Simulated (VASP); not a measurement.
# Rb (Fm-3m) in VASP: single point with r2SCAN

Aim: the single point of Rb with r2SCAN.

Everything below comes from runs of VASP 6.6.1. Logs are shortened: lines on timing, memory, paths and dates and some standing lists are left out, and cuts for length are marked.

### 1 The cell of the first run

It takes space group Fm-3m (No. 225, cubic). Conventional cell: a = 7.280 Å, b = 7.280 Å, c = 7.280 Å, α = 90.00°, β = 90.00°, γ = 90.00°.

This isn't the form of Rb at room conditions, which is bcc.

### 2 Single point, r2SCAN

POSCAR reads:

```
Rb
1.0
    0.0000000000      3.6398846700      3.6398846700
    3.6398846700      0.0000000000      3.6398846700
    3.6398846700      3.6398846700      0.0000000000
Rb
1
Direct
    0.0000000000      0.0000000000      0.0000000000
```

INCAR.step1 reads:

```
SYSTEM = Rb
PREC = Accurate
ENCUT = 520
ISMEAR = 0
SIGMA = 0.1
LREAL = .FALSE.
LASPH = .TRUE.
NELM = 80
NBANDS = 10
GGA = PE
ALGO = Normal
EDIFF = 1E-4
LWAVE = .TRUE.
LCHARG = .FALSE.
```

INCAR.step2 reads:

```
SYSTEM = Rb
PREC = Accurate
ENCUT = 520
EDIFF = 1E-6
ISMEAR = 0
SIGMA = 0.1
LREAL = .FALSE.
LASPH = .TRUE.
NELM = 80
ALGO = Normal
ISIF = 2
LWAVE = .FALSE.
LCHARG = .FALSE.
METAGGA = R2SCAN
LMIXTAU = .TRUE.
NBANDS = 10
ISTART = 1
```

KPOINTS reads:

```
regular mesh
0
G
  14 14 14
  0 0 0
```

Potentials or basis: VASP PAW PBE potentials, release 64 (Rb_sv).

The run is started by

```console
> cat potpaw_PBE.64/Rb_sv/POTCAR > POTCAR
> cp INCAR.step1 INCAR
> mpirun -np 1 vasp_std > vasp.out
> cp INCAR.step2 INCAR
> mpirun -np 1 vasp_std > vasp.out
```

OUTCAR:

```text
SYSTEM = Rb
   PREC = Accurate
   ENCUT = 520
   EDIFF = 1E-6
   ISMEAR = 0
   LREAL = .FALSE.
   LASPH = .TRUE.
   NELM = 80
   ISIF = 2
   METAGGA = R2SCAN
   ISTART = 1

 ion  position               nearest neighbor table
   1  0.000  0.000  0.000-

  LATTYP: Found a face centered cubic cell.
 ALAT       =     7.2797693400

  Lattice vectors:

 A1 = (   0.0000000000,   3.6398846700,   3.6398846700)
 A2 = (   3.6398846700,   0.0000000000,   3.6398846700)
 A3 = (   3.6398846700,   3.6398846700,   0.0000000000)

Analysis of symmetry for initial positions (statically):
=====================================================================
 Subroutine PRICEL returns:
 Original cell was already a primitive cell.

 Routine SETGRP: Setting up the symmetry group for a
 face centered cubic supercell.

 Subroutine GETGRP returns: Found 48 space group operations
 (whereof 48 operations were pure point group operations)
 out of a pool of 48 trial point group operations.

The static configuration has the point symmetry O_h .

Analysis of symmetry for dynamics (positions and initial velocities):
=====================================================================
 Subroutine PRICEL returns:
 Original cell was already a primitive cell.

 Routine SETGRP: Setting up the symmetry group for a
 face centered cubic supercell.

 Subroutine GETGRP returns: Found 48 space group operations
 (whereof 48 operations were pure point group operations)
 out of a pool of 48 trial point group operations.

The dynamic configuration has the point symmetry O_h .

 Subroutine INISYM returns: Found 48 space group operations
 (whereof 48 operations are pure point group operations),
 and found     1 'primitive' translations

----------------------------------------------------------------------------------------

                                     Primitive cell

  volume of cell :      96.4479

  direct lattice vectors                    reciprocal lattice vectors
     0.000000000  3.639884670  3.639884670    -0.137366990  0.137366990  0.137366990
     3.639884670  0.000000000  3.639884670     0.137366990 -0.137366990  0.137366990
     3.639884670  3.639884670  0.000000000     0.137366990  0.137366990 -0.137366990

  length of vectors
     5.147574266  5.147574266  5.147574266     0.237926605  0.237926605  0.237926605

  position of ions in fractional coordinates (direct lattice)
     0.000000000  0.000000000  0.000000000

  ion indices of the primitive-cell ions
   primitive index   ion index
                 1           1
[... 78 lines left out ...]
   ISIF   =      2    stress and relaxation
   ISYM   =      2    0-nonsym 1-usesym 2-fastsym
   POTIM  = 0.5000    time-step for ionic-motion
   TEBEG  =    0.0;   TEEND  =   0.0 temperature during run
   PSTRESS=    0.0 pullay stress
   NELECT =       9.0000    total number of electrons
   NUPDOWN=      -1.0000    fix difference up-down
   EMIN   =  10.00;   EMAX   =-10.00  energy-range for DOS
   EFERMI =   0.00;   METHOD = LEGACY
   ISMEAR =     0;   SIGMA  =   0.10  broadening in eV -4-tet -1-fermi 0-gaus
   EFERMI_NEDOS =   21; number of points for ismear=-14 and -15
   IALGO  =     38    algorithm
   IMIX   =      4    mixing-type and parameters
     AMIX     =   0.40;   BMIX     =  1.00
     AMIX_MAG =   1.60;   BMIX_MAG =  1.00
  volume/ion in A,a.u.               =      96.45       650.86
  Fermi-wavevector in a.u.,A,eV,Ry     =   0.742548  1.403213  7.501953  0.551378
  Thomas-Fermi vector in A             =   1.837453
   LORBIT       =      0    0 simple, 1 ext, 2 COOP (PROOUT), +10 PAW based schemes
   METAGGA = R2SCAN    functional components
   LHFCALC =     F    Hartree Fock is set to
   AEXX    =    0.0000 exact exchange contribution
   IVDW    =     0    specifies the selected vdW correction
   LEPSILON=     F    determine dielectric tensor
   LRPA    =     F    only Hartree local field effects (RPA)
 non-spin polarized calculation
 Gauss-broadening in eV      SIGMA  =   0.10
  energy-cutoff  :      520.00
  volume of cell :       96.45
 maximum number of plane-waves:      2655
 NGX is ok and might be reduce to    40
   NGX = 19   NGY = 19   NGZ = 19

 number of electron       9.0000000 magnetization

 Free energy of the ion-electron system (eV)
  ---------------------------------------------------
  ext. energy  EPLUGINS =         0.00000000
  ---------------------------------------------------
  free energy    TOTEN  =       -13.92058062 eV

  energy without entropy =      -13.91660449  energy(sigma->0) =      -13.91859255

 E-fermi :  -0.0525     XC(G=0):  -5.5842

 val. band max:       -0.0995994717   @ k =   0.5000   0.3571   0.1429
 cond. band min:      -0.0389299511   @ k =   0.5000   0.2857   0.0714
 fundamental gap:      0.0606695207
 Fermi energy:        -0.0525172725

 k-point     1 :       0.0000    0.0000    0.0000
  band No.  band energies     occupation
      1     -30.1634      2.00000
      2     -13.6579      2.00000
      3     -13.6579      2.00000
      4     -13.6579      2.00000
      5      -2.0806      2.00000
      6       3.8964      0.00000
      7       3.8964      0.00000
      8       3.8964      0.00000
      9       5.3015      0.00000
     10       5.3015      0.00000
[... 287 lines left out ...]
 k-point    24 :       0.2857    0.1429    0.0000
  band No.  band energies     occupation
      1     -30.1615      2.00000
      2     -13.6978      2.00000
      3     -13.6687      2.00000
      4     -13.6679      2.00000
      5      -1.2696      2.00000
      6       2.5071      0.00000
      7       3.5167      0.00000
      8       3.9645      0.00000
      9       4.4547      0.00000
     10       5.5939      0.00000

 [... further k-points ...]

------------------------ aborting loop because EDIFF is reached ----------------------------------------

  FORCE on cell =-STRESS in cart. coord.  units (eV):
  Direction    XX          YY          ZZ          XY          YZ          ZX
  --------------------------------------------------------------------------------------
  -------------------------------------------------------------------------------------
  Total       -0.0127674     -0.0127674     -0.0127674      0.0000000      0.0000000     -0.0000000
  in kB       -0.2120897     -0.2120897     -0.2120897      0.0000000      0.0000000     -0.0000000
  external PRESSURE =      -0.2120897 kB  Pullay stress =       0.0000000 kB

 VOLUME and BASIS-vectors are now :
 -----------------------------------------------------------------------------
  energy-cutoff  :      520.00
  volume of cell :       96.45
      direct lattice vectors                 reciprocal lattice vectors
     0.000000000  3.639884670  3.639884670    -0.137366990  0.137366990  0.137366990
     3.639884670  0.000000000  3.639884670     0.137366990 -0.137366990  0.137366990
     3.639884670  3.639884670  0.000000000     0.137366990  0.137366990 -0.137366990

 POSITION                                       TOTAL-FORCE (eV/Angst)
 -----------------------------------------------------------------------------------
      0.00000      0.00000      0.00000         0.000000      0.000000      0.000000
 -----------------------------------------------------------------------------------
    total drift:                               -0.000000     -0.000000     -0.000000

  FREE ENERGIE OF THE ION-ELECTRON SYSTEM (eV)
  ---------------------------------------------------
  free  energy   TOTEN  =       -13.9205806156 eV

  energy  without entropy=      -13.9166044935  energy(sigma->0) =      -13.91859255
```

OUTCAR.step1:

```text
SYSTEM = Rb
   PREC = Accurate
   ENCUT = 520
   ISMEAR = 0
   LREAL = .FALSE.
   LASPH = .TRUE.
   NELM = 80
[... 529 lines left out ...]
 -----------------------------------------------------------------------------------
      0.00000      0.00000      0.00000        -0.000000     -0.000000     -0.000000
 -----------------------------------------------------------------------------------
    total drift:                               -0.000000     -0.000000     -0.000000

  FREE ENERGIE OF THE ION-ELECTRON SYSTEM (eV)
  ---------------------------------------------------
  free  energy   TOTEN  =        -0.9374123877 eV

  energy  without entropy=       -0.9331771827  energy(sigma->0) =       -0.93529479
```

OSZICAR.step1:

```text
N       E                     dE             d eps       ncg     rms          rms(c)
DAV:   1     0.463584369105E+02    0.46358E+02   -0.32117E+03  2080   0.651E+02
DAV:   2     0.221016145848E+01   -0.44148E+02   -0.43127E+02  2264   0.127E+02
DAV:   3    -0.790498853083E+00   -0.30007E+01   -0.29952E+01  2712   0.342E+01
DAV:   4    -0.933154259548E+00   -0.14266E+00   -0.14202E+00  2994   0.644E+00
DAV:   5    -0.935643644920E+00   -0.24894E-02   -0.24892E-02  2810   0.816E-01    0.112E+00
DAV:   6    -0.936354038705E+00   -0.71039E-03   -0.18094E-03  2936   0.250E-01    0.673E-01
DAV:   7    -0.937287848191E+00   -0.93381E-03   -0.27688E-03  2462   0.308E-01    0.434E-02
DAV:   8    -0.937400294354E+00   -0.11245E-03   -0.10395E-04  2434   0.818E-02    0.214E-02
DAV:   9    -0.937412387672E+00   -0.12093E-04   -0.11124E-05  1454   0.270E-02
   1 F= -.93741239E+00 E0= -.93529479E+00  d E =-.423520E-02
```

Wall time 3.1 min (1 thread of Intel Xeon Platinum 8559C (Emerald Rapids), shared host); peak memory 0.31 GiB.

What came out:

```yaml
Free_energy: -13.9206 eV
Pressure: 0.0 GPa
Band_gap_on_the_k_mesh: zero (an odd number of electrons rules out a gap without spin polarisation)
```

Caveat: the PAW data sets were made with another functional, which shifts forces and pressure a little.
